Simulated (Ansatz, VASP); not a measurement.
Two plane-wave programs on Cd2S

INCAR

```
  ALGO = Normal
  EDIFF = 1E-6
  EDIFFG = -0.01
  ENCUT = 600
  GGA = PE
  IBRION = 2
  ISIF = 3
  ISMEAR = -1
  IVDW = 12
  LASPH = T
  LCHARG = F
  LREAL = F
  LWAVE = F
  NELM = 100
  NSW = 60
  PREC = Accurate
  SIGMA = 0.05
```

File KPOINTS:

```
k-points
0
Gamma
  8 8 5
```

File POSCAR:

```
Cd2S
1.0
    3.9626700490      0.0000000000      0.0000000000
   -1.9813350245      3.4317729293      0.0000000000
    0.0000000000      0.0000000000      5.8091920000
Cd S
2 1
Direct
    0.3333333333      0.6666666667      0.9327170000
    0.6666666667      0.3333333333      0.5787350000
    0.3333333333      0.6666666667      0.3657050000
```

Contents of input.yaml:

```yaml
crystal:
  lattice:
    - [3.962670049, 0.0, 0.0]
    - [-1.9813350245, 3.4317729293, 0.0]
    - [0.0, 0.0, 5.809192]
  atoms:
    - { symbol: Cd, position: [0.3333333333, 0.6666666667, 0.932717] }
    - { symbol: Cd, position: [0.6666666667, 0.3333333333, 0.578735] }
    - { symbol: S, position: [0.3333333333, 0.6666666667, 0.365705] }
hamiltonian:
  xc: pbe
  pseudopotentials: { kind: paw }
  dispersion: d3bj
kpoints:
  mp_grid: { grid: [8, 8, 5] }
scf:
  occupations: { method: fermi_dirac, width: 0.05 }
output:
  forces: true
  stress: true
  eigenvalues: true
relax:
  f_tol: 0.01
  max_steps: 40
  cell: { stress_tol: 0.05 }
```

Alike in both runs: task relaxation of cell and atoms; functional PBE; dispersion D3(BJ); k mesh 8 × 8 × 5; occupations fermi-dirac, width 0.05 eV; no spin polarisation.

```csv
,VASP,Ansatz
version,VASP 6.6.1,Ansatz 0.2.0
potentials or method,"VASP PAW PBE potentials, release 64 (Cd, S)",Ansatz PAW
plane-wave cutoff (eV),600,420
valence electrons in the cell,30,46
```

Ansatz gave:

```
gap on the k mesh at the Fermi level, each at its own relaxed structure (eV)  : 0.19
relaxed volume (Å³/atom)                                                      : 24.76
relaxed length of the cell vector where the two differ most in proportion (Å) : 5.788
```

Question: Estimate VASP's values.

Answer: gap on the k mesh at the Fermi level, each at its own relaxed structure (eV): 0.19; relaxed volume (Å³/atom): 24.86; relaxed length of the cell vector where the two differ most in proportion (Å): 5.798.

VASP's potentials hold 30 valence electrons a cell and Ansatz's 46, so a difference there can come from the potentials and not from the codes.

Noted on Ansatz's run: odd divisions of the mesh miss points on the zone boundary, where band edges often lie, so the gap on the mesh can be too wide; the plane-wave basis is chosen anew once the cell has moved, so the energies of steps on either side of that aren't comparable.
